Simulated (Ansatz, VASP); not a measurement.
# La in VASP and in Ansatz

```xyz
2
Lattice="3.7500 0.0000 0.0000 -1.8750 3.2476 0.0000 0.0000 0.0000 6.1307" Properties=species:S:1:pos:R:3 pbc="T T T"
La    0.0000    2.1651    1.5327
La    1.8750    1.0825    4.5980
```

Change from the starting cell: zz strain of +1 %.

Alike in both runs: task single point; functional LDA; k mesh 11 × 11 × 6; occupations fermi-dirac, width 0.05 eV; no spin polarisation.

|  | VASP | Ansatz |
| --- | --- | --- |
| version | VASP 6.6.1 | Ansatz 0.2.0 |
| potentials or method | VASP PAW LDA potentials, release 64 (La), cutoff 520 eV | all-electron LAPW, scalar-relativistic |

```csv
,VASP,Ansatz,Ansatz less VASP
pressure (GPa),-3.3,-3.2,+0.09
"traceless stress, the component that is largest in VASP (GPa)",-0.23,-0.22,+0.007
```

LDA's correlation is that of Perdew and Zunger in VASP and of Perdew and Wang (1992) in Ansatz. Ansatz ran all-electron here, and VASP with PAW potentials.

Neither program's run includes spin-orbit coupling.
